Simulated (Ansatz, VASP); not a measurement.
# One calculation of Si3C, two programs

```xyz
4
Lattice="2.9040 0.0000 0.0000 -1.4520 2.5149 0.0000 0.0000 0.0000 6.5489" Properties=species:S:1:pos:R:3 pbc="T T T"
Si    0.0000    1.6766    4.4952
Si    0.0000    1.6766    2.0537
Si    1.4520    0.8383    0.0000
C     1.4520    0.8383    3.2745
```

Alike in both runs: functional PBE; k mesh 18 × 18 × 8; occupations gaussian, width 0.1 eV; no spin polarisation.

Ansatz relaxed the structure, and its values are those at the end. VASP's run is a single point on that final structure, the one shown.

|  | VASP | Ansatz |
| --- | --- | --- |
| version | VASP 6.6.1 | Ansatz 0.2.0 |
| potentials or method | VASP PAW PBE potentials, release 64 (Si, C), cutoff 520 eV | scalar-relativistic, plane waves, PAW |
| valence electrons in the cell | 16 | 16 |

Ansatz gave:

```
gap on the k mesh at the Fermi level (eV) : none
pressure (GPa)                            : 0.0
rms of the force components (eV/Å)        : 0.000
```

Which values does VASP return?

gap on the k mesh at the Fermi level (eV): none; pressure (GPa): 0.0; rms of the force components (eV/Å): 0.005.

A gap of «none» marks a metal or a gap that the smearing closes. With one functional, cell and mesh, what is left measures potentials, basis and numerics.
